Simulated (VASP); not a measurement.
A run of VASP 6.6.1:

Contents of INCAR:

```
SYSTEM = Ir
PREC = Accurate ; ENCUT = 500
EDIFF = 1E-6 ; ISMEAR = 0
SIGMA = 0.1 ; LREAL = .False.
LASPH = .True. ; NELM = 120
ALGO = Normal ; ISIF = 2
LWAVE = .False. ; LCHARG = .False.
GGA = PS ; IVDW = 12
NBANDS = 10 ; GGA_COMPAT = .False.
```

The input KPOINTS:

```
regular mesh
0
Gamma
  10 10 10
  0 0 0
```

File POSCAR:

```
Ir
1.0
    0.0000000000      1.9156000000      1.9156000000
    1.9156000000      0.0000000000      1.9156000000
    1.9156000000      1.9156000000      0.0000000000
Ir
1
Direct
    0.0000000000      0.0000000000      0.0000000000
```

Potentials or basis: VASP PAW PBE potentials, release 64 (Ir).

Run with:

```bash
$ cat potpaw_PBE.64/Ir/POTCAR > POTCAR
$ mpirun -np 1 vasp_std > vasp.out
```

Hardware: 1 thread of Intel Xeon 8259CL, with other jobs on the host.

Estimate the wall time of this run.

Run time: 9.7 s on 1 thread of Intel Xeon 8259CL (shared host), peak memory 0.14 GiB. Counts: scf iterations 12, k points 47.
